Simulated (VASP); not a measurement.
Set up this calculation in VASP 6.6.1, as the native input.

```yaml
Task: single point
Functional: PBE
Potentials_or_basis: VASP PAW PBE potentials, release 64 (Li_sv, Nb_sv, O, Sr_sv)
Cutoff: 650 eV
k_mesh: 1 × 1 × 1, shifted
Occupations: gaussian, width 0.01 eV
Spin: collinear spin
Fixed_moment: 1 μB
Dipole_correction: no
Further_INCAR_settings: LREAL = Auto; ALGO = Normal; EDIFF = 1e-06; NBANDS = 160; ISYM = -1
```

The structure of SrLi8Nb7O23 (a cell with a defect) lies in POSCAR:

```
SrLi8Nb7O23
1.0
    2.5949501352      1.4981951591      4.6722232478
   -5.1899002704      2.9963903182      9.3444464955
    0.0000000000     -5.9927806363      9.3444464955
Li Nb O Sr
8 7 23 1
Direct
    0.7128731884      0.3547215312      0.3669819340
    0.1821258183      0.1241523190      0.1324723000
    0.6903968609      0.3602156043      0.8751206057
    0.2300246772      0.1084119905      0.6121352428
    0.7156269746      0.8477817217      0.3749698452
    0.2140216938      0.6080592884      0.1139492567
    0.7880223879      0.8189469320      0.8507299342
    0.2022772209      0.6171720898      0.6028395679
    0.9689972390      0.4990825201      0.4980351645
    0.5018402273      0.2458630718      0.2529311486
    0.9927648652      0.4960653495      1.0124571429
    0.9950746826      1.0100172862      0.5018935282
    0.4914649328      0.7477170490      0.2545124123
    0.9776889051      0.9914884180      1.0159961712
    0.5034784979      0.7448339085      0.7617374968
    0.2782159054      0.3169636048      0.4492085900
    0.6350872444      0.4428322921      0.1438969492
    0.8744873840      0.1402182620      0.3246370703
    0.4247546866      0.0590473266      0.3760597061
    0.8043528743      0.1940438432      0.0690554478
    0.1340687073      0.3885638115      0.2052441656
    0.2882444227      0.3172400659      0.9680278707
    0.6106559214      0.4608984097      0.6116348919
    1.0479912813      0.1393276148      0.8137512193
    0.8506637947      0.1826891607      0.5468408142
    0.0276775571      0.4331485307      0.6910360310
    0.2947313093      0.8294718545      0.4241867701
    0.6058959862      0.9760207378      0.0836163557
    0.8792068560      0.6593971946      0.3067230484
    0.3808484160      0.5757168327      0.3790682164
    0.7802818611      0.6948264578      0.0693352437
    0.1271048341      0.8948949305      0.1872312476
    0.2856543854      0.8187855144      0.9481361235
    0.6548963523      0.9379701589      0.6483993813
    0.9003933955      0.6329372628      0.8237273590
    0.3864240251      0.5709891197      0.8982710745
    0.7809977744      0.6919615505      0.5741747944
    0.1572109151      0.8835670603      0.6968342434
    0.4602247583      0.2305845076      0.7712780246
```

One way to write it, as run:

INCAR

```
SYSTEM = SrLi8Nb7O23
ALGO = Normal ; EDIFF = 1E-6
ENCUT = 650 ; GGA = PE
GGA_COMPAT = .False. ; ISIF = 2
ISMEAR = 0 ; ISPIN = 2
ISYM = -1 ; LASPH = .True.
LCHARG = .False. ; LMAXMIX = 4
LORBIT = 11 ; LREAL = Auto
LWAVE = .False. ; MAGMOM = 0 0 0 0 0 0 0 0 -0.01 0 0 0 0 0 0 0.02 0 0 0 0.01 0 0 0 0.07 0.01 0.56 0 0 0 0 0 0 0.01 0.01 0 0 0.27 0.02 0.01
NBANDS = 160 ; NELM = 200
NUPDOWN = 1.0 ; PREC = Accurate
SIGMA = 0.01
```

KPOINTS

```
explicit points
1
Reciprocal
  0.25000000   0.25000000   0.25000000 1
```

Potentials or basis: VASP PAW PBE potentials, release 64 (Li_sv, Nb_sv, O, Sr_sv).

Launch:

```sh
$ cat potpaw_PBE.64/Li_sv/POTCAR potpaw_PBE.64/Nb_sv/POTCAR potpaw_PBE.64/O/POTCAR potpaw_PBE.64/Sr_sv/POTCAR > POTCAR
$ mpirun -np 1 vasp_std > vasp.out
```

Results of the run:

```yaml
Pressure: 2.3 GPa
Largest_force: 0.074 eV/Å
Net_moment: 1.00 μB per cell
Site_moments: Li -0.00, +0.00 (each value once); Nb -0.02, -0.00, +0.00, -0.01 (each value once); O +0.02, +0.00, +0.01, +0.06, +0.49, -0.00, +0.23 (each value once); Sr +0.01 μB
Valence_electrons_inside_the_program's_atomic_spheres: Li 2.06, 2.08, 2.07 (each value once); Nb 10.52, 10.43, 10.48, 10.47, 10.45, 10.61 (each value once); O 5.06, 5.07, 5.10, 5.05, 5.01, 5.08, 4.95 (each value once); Sr 8.07
```

Caveat: the total moment is fixed, so each spin has its own Fermi level and the state may be an excited one.

It took 16 min on 1 thread of Intel(R) Xeon(R) Platinum 8375C CPU @ 2.90GHz (Ice Lake), with other jobs on the host, peak memory 1.3 GiB.
